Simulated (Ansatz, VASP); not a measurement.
One calculation of GaN, two programs

POSCAR

```
GaN
1.0
    0.0000000000      2.2489525448      2.2489525448
    2.2489525448      0.0000000000      2.2489525448
    2.2489525448      2.2489525448      0.0000000000
Ga N
1 1
Direct
    0.0000000000      0.0000000000      0.0000000000
    0.2500000000      0.2500000000      0.2500000000
```

The input INCAR.step1:

```
ALGO = Normal
EDIFF = 1E-4
ENCUT = 520
GGA = PE
ISMEAR = 0
LASPH = True
LCHARG = False
LREAL = False
LWAVE = True
NBANDS = 16
NELM = 60
PREC = Accurate
SIGMA = 0.01
```

The input INCAR.step2:

```
ALGO = Normal
EDIFF = 1E-7
ENCUT = 520
ISIF = 2
ISMEAR = 0
ISTART = 1
LASPH = True
LCHARG = False
LMIXTAU = True
LREAL = False
LWAVE = False
METAGGA = R2SCAN
NBANDS = 16
NELM = 60
PREC = Accurate
SIGMA = 0.01
```

Contents of KPOINTS:

```
k-points
0
Gamma
  10 10 10
```

Input for Ansatz:

```yaml
crystal:
  lattice:
    - [0.0, 2.2489525448, 2.2489525448]
    - [2.2489525448, 0.0, 2.2489525448]
    - [2.2489525448, 2.2489525448, 0.0]
  atoms:
    - { symbol: Ga, position: [0.0, 0.0, 0.0] }
    - { symbol: "N", position: [0.25, 0.25, 0.25] }
kpoints:
  mp_grid: { grid: [10, 10, 10] }
  band_path:
    path:
      - [0.0, 0.0, 0.0]
      - [-0.5, -0.5, 0.0]
      - [-0.375, -0.375, 0.25]
      - [-0.375, 0.0, 0.375]
      - [0.0, 0.0, 0.5]
      - [-0.5, -0.25, 0.25]
    npoints: 1
hamiltonian:
  xc: r2scan
scf:
  occupations: { method: fixed }
  n_extra_bands: 4
output:
  forces: true
  stress: true
  eigenvalues: true
  write_density: true
  write_potential: true
  elf: true
  volumetric_format: npy
```

Alike in both runs: task single point; functional r2SCAN; k mesh 10 × 10 × 10; no spin polarisation.

```csv
,VASP,Ansatz
version,VASP 6.6.1,Ansatz 0.2.0
potentials or method,"VASP PAW PBE potentials, release 64 (Ga_d, N)","plane waves, PAW"
plane-wave cutoff (eV),520,500
occupations,"gaussian, width 0.01 eV",fixed
valence electrons in the cell,18,18
```

```csv
,VASP,Ansatz,Ansatz less VASP
gap on the k mesh at the Fermi level (eV),2.16,2.17,+0.009
pressure (GPa),1.1,0.0,-1.10
```

VASP's potentials were made for PBE, not for r2SCAN.
